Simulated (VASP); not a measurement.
The system is GaGe.

```xyz
2
Lattice="0.0000 2.8387 2.8387 2.8387 0.0000 2.8387 2.8387 2.8387 0.0000" Properties=species:S:1:pos:R:3 pbc="T T T"
Ge    0.0000    0.0000    0.0000
Ga    1.4193    1.4193    1.4193
```

Base run:

| Property | Result |
| --- | --- |
| Program | VASP 6.6.1 |
| Functional | r2SCAN |
| Potentials or basis | VASP PAW PBE potentials, release 64 (Ge_d, Ga_d) |
| Cutoff | 520 eV |
| k mesh | 8 × 8 × 8 |
| Occupations | fermi-dirac, width 0.05 eV |
| Spin | no spin polarisation |

Its results: pressure 1.2 GPa.

**Question.** The run is repeated on the same cell with these changes: functional from r2SCAN to PBE0; k mesh from 8 × 8 × 8 to 4 × 4 × 4. What comes out?

**Answer.** Pressure 1.6 GPa.

Several settings changed at once, so the effect can't be laid on one alone.

Caveats: some runs use coarse meshes; the PAW data sets were made with another functional, which shifts forces and pressure a little.
